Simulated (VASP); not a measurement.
# Sr (P-1) in VASP: single point with PBEsol

Aim: the single point of Sr with PBEsol.

Program: VASP 6.6.1. These are calculated values, not measurements. Logs are shortened: lines on timing, memory, paths and dates and some standing lists are left out, and cuts for length are marked.

## (1) The cell of the first run

The typed cell holds 2 atoms: a = 4.195 Å, b = 4.195 Å, c = 6.879 Å, α = 90.00°, β = 90.00°, γ = 120.00°.

## (2) Single point, PBEsol (mode 4 frozen in at -0.467 Å and mode 6 at -0.149 Å (largest displacements))

INCAR

```
SYSTEM = Sr
  ALGO = Normal
  EDIFF = 1E-7
  ENCUT = 520
  GGA = PS
  ISIF = 2
  ISMEAR = 0
  LASPH = .True.
  LCHARG = .False.
  LREAL = .False.
  LWAVE = .False.
  NBANDS = 17
  NELM = 100
  PREC = Accurate
  SIGMA = 0.15
```

KPOINTS

```
k-points
0
Gamma
  12 12 8
  0 0 0
```

POSCAR

```
Sr
1.0
    4.1945366888      0.0000000000      0.0000000000
   -2.0972683444      3.6325753296      0.0000000000
    0.0000000000      0.0000000000      6.8785266073
Sr
2
Direct
    0.2220695551      0.6666666667      0.2283819983
    0.7779304449      0.3333333333      0.7716180017
```

Potentials or basis: VASP PAW PBE potentials, release 64 (Sr_sv).

Run with:

```
> cat potpaw_PBE.64/Sr_sv/POTCAR > POTCAR
> mpirun -np 1 vasp_std > vasp.out
```

OUTCAR:

```text
SYSTEM = Sr
   EDIFF = 1E-7
   ENCUT = 520
   GGA = PS
   ISIF = 2
   ISMEAR = 0
   LASPH = .True.
   LREAL = .False.
   NELM = 100
   PREC = Accurate

 ion  position               nearest neighbor table
   1  0.222  0.667  0.228-   2 3.56   2 4.08   2 4.10   2 4.53   2 4.55   2 4.96
   2  0.778  0.333  0.772-   1 3.56   1 4.08   1 4.10   1 4.53   1 4.55   1 4.96

  LATTYP: Found a hexagonal cell.
 ALAT       =     4.1945366888
 C/A-ratio  =     1.6398775640

  Lattice vectors:

 A1 = (   4.1945366888,   0.0000000000,   0.0000000000)
 A2 = (  -2.0972683444,   3.6325753296,   0.0000000000)
 A3 = (   0.0000000000,   0.0000000000,   6.8785266073)

Analysis of symmetry for initial positions (statically):
=====================================================================
 Subroutine PRICEL returns:
 Original cell was already a primitive cell.

 Routine SETGRP: Setting up the symmetry group for a
 hexagonal supercell.

 Subroutine GETGRP returns: Found  2 space group operations
 (whereof  2 operations were pure point group operations)
 out of a pool of 24 trial point group operations.

The static configuration has the point symmetry S_2 .

Analysis of symmetry for dynamics (positions and initial velocities):
=====================================================================
 Subroutine PRICEL returns:
 Original cell was already a primitive cell.

 Routine SETGRP: Setting up the symmetry group for a
 hexagonal supercell.

 Subroutine GETGRP returns: Found  2 space group operations
 (whereof  2 operations were pure point group operations)
 out of a pool of 24 trial point group operations.

The dynamic configuration has the point symmetry S_2 .

 Subroutine INISYM returns: Found  2 space group operations
 (whereof  2 operations are pure point group operations),
 and found     1 'primitive' translations

----------------------------------------------------------------------------------------

                                     Primitive cell

  volume of cell :     104.8079

  direct lattice vectors                    reciprocal lattice vectors
     4.194536689  0.000000000  0.000000000     0.238405353  0.137643395  0.000000000
    -2.097268344  3.632575330  0.000000000     0.000000000  0.275286789  0.000000000
     0.000000000  0.000000000  6.878526607     0.000000000  0.000000000  0.145379971

  length of vectors
     4.194536689  4.194536689  6.878526607     0.275286789  0.275286789  0.145379971

  position of ions in fractional coordinates (direct lattice)
     0.222069555  0.666666667  0.228381998
     0.777930445  0.333333333  0.771618002

  ion indices of the primitive-cell ions
   primitive index   ion index
                 1           1
                 2           2

----------------------------------------------------------------------------------------

 KPOINTS: k-points

Automatic generation of k-mesh.
 Grid dimensions read from file:
 generate k-points for:   12   12    8

 Generating k-lattice:

  Cartesian coordinates                     Fractional coordinates (reciprocal lattice)
     0.019867113  0.011470283  0.000000000     0.083333333  0.000000000  0.000000000
     0.000000000  0.022940566  0.000000000     0.000000000  0.083333333  0.000000000
     0.000000000  0.000000000  0.018172496     0.000000000  0.000000000  0.125000000

  Length of vectors
     0.022940566  0.022940566  0.018172496

  Shift w.r.t. Gamma in fractional coordinates (k-lattice)
     0.000000000  0.000000000  0.000000000

 Subroutine IBZKPT returns following result:
 ===========================================

 Found    580 irreducible k-points:

 Following reciprocal coordinates:
            Coordinates               Weight
  0.000000  0.000000  0.000000      1.000000
  0.083333  0.000000  0.000000      2.000000
  0.000000  0.083333  0.000000      2.000000
 -0.083333  0.083333  0.000000      2.000000
  0.166667  0.000000  0.000000      2.000000
  0.000000  0.166667  0.000000      2.000000
[... 16 lines left out ...]
  0.166667  0.083333  0.000000      2.000000
 -0.083333  0.250000  0.000000      2.000000
 [... further k-points ...]
   k-points           NKPTS =    580   k-points in BZ     NKDIM =    580   number of bands    NBANDS=     17
   number of dos      NEDOS =    301   number of ions     NIONS =      2
   total plane-waves  NPLWV =  55296
   dimension x,y,z NGX =    32 NGY =   32 NGZ =   54
   dimension x,y,z NGXF=    64 NGYF=   64 NGZF=  108
   ions per type =               2
   NGX,Y,Z   is equivalent  to a cutoff of  12.68, 12.68, 13.05 a.u.
   NGXF,Y,Z  is equivalent  to a cutoff of  25.37, 25.37, 26.10 a.u.
 SYSTEM =  Sr
   PREC   = accura    normal or accurate (medium, high low for compatibility)
   ISTART =      0    job   : 0-new  1-cont  2-samecut
   ICHARG =      2    charge: 1-file 2-atom 10-const
   ISPIN  =      1    spin polarized calculation?
   LNONCOLLINEAR =      F non collinear calculations
   LSORBIT =      F    spin-orbit coupling
   LASPH  =      T    aspherical Exc in radial PAW
   ENCUT  =  520.0 eV  38.22 Ry    6.18 a.u.   7.80  7.80 12.79*2*pi/ulx,y,z
   NELM   =    100;   NELMIN=  2; NELMDL= -5     # of ELM steps
   EDIFF  = 0.1E-06   stopping-criterion for ELM
   LREAL  =      F    real-space projection
   EDIFFG = 0.1E-05   stopping-criterion for IOM
   NSW    =      0    number of steps for IOM
   IBRION =     -1    ionic relax: 0-MD 1-quasi-New 2-CG
   NFREE  =      0    steps in history (QN), initial steepest desc. (CG)
   ISIF   =      2    stress and relaxation
   ISYM   =      2    0-nonsym 1-usesym 2-fastsym
   POTIM  = 0.5000    time-step for ionic-motion
   TEBEG  =    0.0;   TEEND  =   0.0 temperature during run
   PSTRESS=    0.0 pullay stress
   NELECT =      20.0000    total number of electrons
   NUPDOWN=      -1.0000    fix difference up-down
   EMIN   =  10.00;   EMAX   =-10.00  energy-range for DOS
   EFERMI =   0.00;   METHOD = LEGACY
   ISMEAR =     0;   SIGMA  =   0.15  broadening in eV -4-tet -1-fermi 0-gaus
   EFERMI_NEDOS =   21; number of points for ismear=-14 and -15
   IALGO  =     38    algorithm
   IMIX   =      4    mixing-type and parameters
     AMIX     =   0.40;   BMIX     =  1.00
     AMIX_MAG =   1.60;   BMIX_MAG =  1.00
  volume/ion in A,a.u.               =      52.40       353.64
  Fermi-wavevector in a.u.,A,eV,Ry     =   0.942512  1.781089 12.086444  0.888329
  Thomas-Fermi vector in A             =   2.070128
   LORBIT       =      0    0 simple, 1 ext, 2 COOP (PROOUT), +10 PAW based schemes
   GGA     = PS    functional components
   LHFCALC =     F    Hartree Fock is set to
   AEXX    =    0.0000 exact exchange contribution
   IVDW    =     0    specifies the selected vdW correction
   LEPSILON=     F    determine dielectric tensor
   LRPA    =     F    only Hartree local field effects (RPA)
 non-spin polarized calculation
 Gauss-broadening in eV      SIGMA  =   0.15
  energy-cutoff  :      520.00
  volume of cell :      104.81
 maximum number of plane-waves:      2853
   NGX = 15   NGY = 15   NGZ = 25

 number of electron      20.0000000 magnetization

 Free energy of the ion-electron system (eV)
  ---------------------------------------------------
  ext. energy  EPLUGINS =         0.00000000
  ---------------------------------------------------
  free energy    TOTEN  =        -3.48348198 eV

  energy without entropy =       -3.45590101  energy(sigma->0) =       -3.46969150

 E-fermi :   1.6185     XC(G=0):  -7.5678

 val. band max:        1.6176082050   @ k =   0.3333   0.3333   0.3750
 cond. band min:       1.6199081789   @ k =   0.3333   0.1667   0.0000
 fundamental gap:      0.0022999739
 Fermi energy:         1.6185380123

 k-point     1 :       0.0000    0.0000    0.0000
  band No.  band energies     occupation
      1     -34.8317      2.00000
      2     -34.7973      2.00000
      3     -17.0504      2.00000
      4     -16.7714      2.00000
      5     -16.7172      2.00000
      6     -16.7151      2.00000
[... 9 lines left out ...]
     16       4.6512      0.00000
     17       4.7252      0.00000

 k-point     2 :       0.0833    0.0000    0.0000
  band No.  band energies     occupation
      1     -34.8306      2.00000
      2     -34.7968      2.00000
      3     -17.0461      2.00000
      4     -16.7827      2.00000
      5     -16.7277      2.00000
      6     -16.7200      2.00000
[... 9 lines left out ...]
     16       4.5757      0.00000
     17       4.6322      0.00000

 k-point     3 :       0.0000    0.0833    0.0000
  band No.  band energies     occupation
      1     -34.8306      2.00000
      2     -34.7968      2.00000
      3     -17.0463      2.00000
      4     -16.7808      2.00000
      5     -16.7274      2.00000
      6     -16.7197      2.00000
[... 9 lines left out ...]
     16       4.5267      0.00000
     17       4.7561      0.00000

 k-point     4 :      -0.0833    0.0833    0.0000
  band No.  band energies     occupation
      1     -34.8308      2.00000
      2     -34.7966      2.00000
      3     -17.0477      2.00000
      4     -16.7744      2.00000
      5     -16.7313      2.00000
      6     -16.7178      2.00000
[... 9 lines left out ...]
     16       4.5877      0.00000
     17       4.7924      0.00000
[... 343 lines left out ...]
      1     -34.8288      2.00000
      2     -34.7956      2.00000
      3     -17.0408      2.00000
      4     -16.7915      2.00000
      5     -16.7539      2.00000
      6     -16.7251      2.00000
[... 9 lines left out ...]
     16       4.4567      0.00000
     17       4.8269      0.00000

 k-point    23 :       0.1667    0.0833    0.0000
  band No.  band energies     occupation
      1     -34.8242      2.00000
      2     -34.7950      2.00000
      3     -17.0240      2.00000
      4     -16.8391      2.00000
      5     -16.7867      2.00000
      6     -16.7385      2.00000
[... 9 lines left out ...]
     16       4.5677      0.00000
     17       4.8726      0.00000

 k-point    24 :      -0.0833    0.2500    0.0000
  band No.  band energies     occupation
      1     -34.8255      2.00000
      2     -34.7938      2.00000
      3     -17.0294      2.00000
      4     -16.8200      2.00000
      5     -16.7840      2.00000
      6     -16.7409      2.00000
[... 9 lines left out ...]
     16       4.8197      0.00000
     17       4.9662      0.00000

 [... further k-points ...]

------------------------ aborting loop because EDIFF is reached ----------------------------------------

  FORCE on cell =-STRESS in cart. coord.  units (eV):
  Direction    XX          YY          ZZ          XY          YZ          ZX
  --------------------------------------------------------------------------------------
  -------------------------------------------------------------------------------------
  Total       -0.3637254     -0.0438771      0.8981409      0.6694940      0.2460282      0.2790703
  in kB       -5.5601966     -0.6707401     13.7296991     10.2344195      3.7609838      4.2660921
  external PRESSURE =       2.4995874 kB  Pullay stress =       0.0000000 kB

 VOLUME and BASIS-vectors are now :
 -----------------------------------------------------------------------------
  energy-cutoff  :      520.00
  volume of cell :      104.81
      direct lattice vectors                 reciprocal lattice vectors
     4.194536689  0.000000000  0.000000000     0.238405353  0.137643395  0.000000000
    -2.097268344  3.632575330  0.000000000     0.000000000  0.275286789  0.000000000
     0.000000000  0.000000000  6.878526607     0.000000000  0.000000000  0.145379971

 POSITION                                       TOTAL-FORCE (eV/Angst)
 -----------------------------------------------------------------------------------
     -0.46670      2.42172      1.57093         0.246446      0.234426      0.559498
      2.56397      1.21086      5.30759        -0.246446     -0.234426     -0.559498
 -----------------------------------------------------------------------------------
    total drift:                                0.000000     -0.000000      0.000000

  FREE ENERGIE OF THE ION-ELECTRON SYSTEM (eV)
  ---------------------------------------------------
  free  energy   TOTEN  =        -3.4834819767 eV

  energy  without entropy=       -3.4559010134  energy(sigma->0) =       -3.46969150
```

Wall time 7 min (1 thread of Intel Xeon 6975P-C (Granite Rapids), shared host); peak memory 0.9 GiB.

Results:

* Free energy: -3.4835 eV
* Pressure: 0.2 GPa
* Largest force: 0.655 eV/Å
* Band gap on the k mesh: zero (band 10 reaches 1.83 eV, above the bottom of band 11 at 1.45 eV)

Forces on the atoms (eV/Å):
```
Sr   0.246  0.234  0.559
Sr  -0.246 -0.234 -0.559
```

Stress tensor (GPa, compression positive):
```
-0.56  1.02  0.43
 1.02 -0.07  0.38
 0.43  0.38  1.37
```

Levels at points of the mesh, in eV from the Fermi level:
```csv
k point,band 7,band 8,band 9,band 10,band 11,band 12,band 13,band 14
"(0.00, 0.00, 0.00)",-18.31,-18.30,-3.68,-1.11,0.17,1.82,2.27,2.62
"(0.50, 0.00, 0.00)",-18.35,-18.34,-0.82,-0.70,0.49,0.63,0.84,1.37
"(0.00, 0.50, 0.00)",-18.38,-18.33,-1.04,-0.50,0.12,0.61,1.24,1.52
"(0.50, 0.50, 0.00)",-18.37,-18.29,-1.33,-0.36,-0.11,0.06,2.08,2.36
"(0.00, 0.00, 0.50)",-18.32,-18.31,-2.82,-2.56,0.87,1.64,2.35,2.35
"(0.50, 0.00, 0.50)",-18.35,-18.35,-0.88,-0.87,0.54,0.62,0.96,1.10
"(0.00, 0.50, 0.50)",-18.35,-18.33,-0.82,-0.82,0.33,0.39,1.04,1.25
"(0.50, 0.50, 0.50)",-18.40,-18.34,-0.61,-0.54,-0.11,-0.03,1.39,1.84
```

Caveat: the cell differs from its parent crystal (mode 4 frozen in at -0.467 Å and mode 6 at -0.149 Å (largest displacements)); the PAW data sets were made with another functional, which shifts forces and pressure a little.
